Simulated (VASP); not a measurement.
Here is a VASP 6.6.1 calculation.

Contents of INCAR:

```
SYSTEM = CdS
ALGO = Normal
EDIFF = 1E-6
ENCUT = 520
GGA = PE
ISIF = 2
ISMEAR = -1
LASPH = .True.
LCHARG = .False.
LREAL = .False.
LWAVE = .False.
NBANDS = 26
NELM = 100
PREC = Accurate
SIGMA = 0.02
```

File KPOINTS:

```
k-points
0
Gamma
  12 12 4
  0 0 0
```

File POSCAR:

```
CdS
1.0
    4.2478933084      0.0000000000      0.0000000000
   -2.1239466542      3.6787835176      0.0000000000
    0.0000000000      0.0000000000      6.9013306998
Cd S
2 2
Direct
    0.3333333333      0.6666666667     -0.0009631164
    0.6666666667      0.3333333333      0.4990368836
    0.3333333333      0.6666666667      0.3759631164
    0.6666666667      0.3333333333      0.8759631164
```

Potentials or basis: VASP PAW PBE potentials, release 64 (Cd, S).

Command:

```sh
$ cat potpaw_PBE.64/Cd/POTCAR potpaw_PBE.64/S/POTCAR > POTCAR
$ mpirun -np 1 vasp_std > vasp.out
```

Predict the band gap on the k mesh.

1.03 eV.

What does it give for the pressure?

-1.5 GPa.

Stress tensor (GPa, compression positive):
```
-1.50  0.00  0.00
 0.00 -1.50  0.00
 0.00  0.00 -1.41
```

Caveat: the cell differs from its parent crystal (strain +2.0%). A k mesh can miss the band edges.
